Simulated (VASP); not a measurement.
Runs of VASP 6.6.1 on Mg. The structure is that of space group Im-3m (No. 229), or close to it. The cells are those of the table. This isn't the form of Mg at room conditions, which is hcp.

```csv
cell,gap on the mesh (eV),pressure (GPa)
"a = 3.074 Å, angles 109.3, 109.3, 109.9°, 1 atom",none,0.1
"a = 2.986 Å, angles 108.9, 108.9, 110.7°, 1 atom",none,(a)
"a = 3.036 Å, angles 108.2, 108.2, 112.0°, 1 atom",none,1.8
"a = 3.025 Å, angles 109.9, 109.9, 108.6°, 1 atom",none,(b)
"a = 3.065 Å, angles 111.0, 111.0, 106.5°, 1 atom",none,0.5
```

Alike in all rows: task single point; level PBEsol; potentials or basis VASP PAW PBE potentials, release 64 (Mg); no spin polarisation; k mesh 18 × 18 × 18; cutoff (eV) 520; smearing gaussian 0.15 eV.

Q: Fill in the values left out.

A: (a) 4.1; (b) 2.2.

Caveats: the PAW data sets were made with another functional, which shifts forces and pressure a little; the cell stands under pressure (at least some runs).

A gap of «none» marks levels without a gap at the run's occupations.
